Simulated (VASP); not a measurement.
Write the native input for VASP 6.6.1 that does the following.

```
Task                   : single point
Functional             : PBE
Dispersion             : D3(BJ)
Potentials or basis    : VASP PAW PBE potentials, release 64 (C, O)
Cutoff                 : 520 eV
k mesh                 : 6 × 6 × 1
Occupations            : gaussian, width 0.05 eV
Spin                   : no spin polarisation
Dipole correction      : yes
Further INCAR settings : LREAL = Auto; ALGO = Normal; EDIFF = 1e-06; NBANDS = 52
```

The structure of C17O lies in POSCAR:

```
C17O
1.0
    4.9298867130      0.0000000000      0.0000000000
   -0.0081547558      4.4132984516      0.0000000000
    0.0000000000      0.0000000000     23.6650337471
C O
17 1
Direct
    0.3745684085      0.7405378974      0.1690257467
    0.8745684085      0.7405378974      0.1690257467
    0.1243974091      0.6365956441      0.1920114160
    0.6243974091      0.6365956441      0.1920114160
    0.1240513173      0.4291046681      0.2380452569
    0.6240513173      0.4291046681      0.2380452569
    0.3738803179      0.3251624149      0.2610309261
    0.8738803179      0.3251624149      0.2610309261
    0.3735338584      0.1126520408      0.3070664644
    0.8735338584      0.1126520408      0.3070664644
    0.1233638388      0.0072945126      0.3289983678
    0.6233638388      0.0072945126      0.3289983678
    0.1229920122      0.7810454900      0.3748118563
    0.6229920122      0.7810454900      0.3748118563
    0.3728273188      0.6826774530      0.3936201337
    0.8728273188      0.6826774530      0.3936201337
    0.3728273188      1.4326774530      0.5563074149
    0.3728273188      1.4326774530      0.5077125127
```

The input as run:

INCAR

```
  ALGO = Normal
  DIPOL = 0.5 0.5 0.311
  EDIFF = 1E-6
  ENCUT = 520
  GGA = PE
  IDIPOL = 3
  ISIF = 2
  ISMEAR = 0
  IVDW = 12
  LASPH = True
  LCHARG = False
  LDIPOL = True
  LREAL = Auto
  LWAVE = False
  NBANDS = 52
  NELM = 100
  PREC = Accurate
  SIGMA = 0.05
```

KPOINTS

```
k-points
0
Gamma
  6 6 1
```

Potentials or basis: VASP PAW PBE potentials, release 64 (C, O).

The run is started by

```bash
$ cat potpaw_PBE.64/C/POTCAR potpaw_PBE.64/O/POTCAR > POTCAR
$ mpirun -np 1 vasp_std > vasp.out
```

Results of the run:

```
Largest force              : 2.952 eV/Å
Band gap on the k mesh     : zero (bands 37 and 38 overlap by 0.04 eV)
Dispersion energy per atom : -0.109 eV
```

It took 21 min on 1 thread of Intel(R) Xeon(R) Platinum 8375C CPU @ 2.90GHz (Ice Lake), with other jobs on the host, peak memory 0.72 GiB.
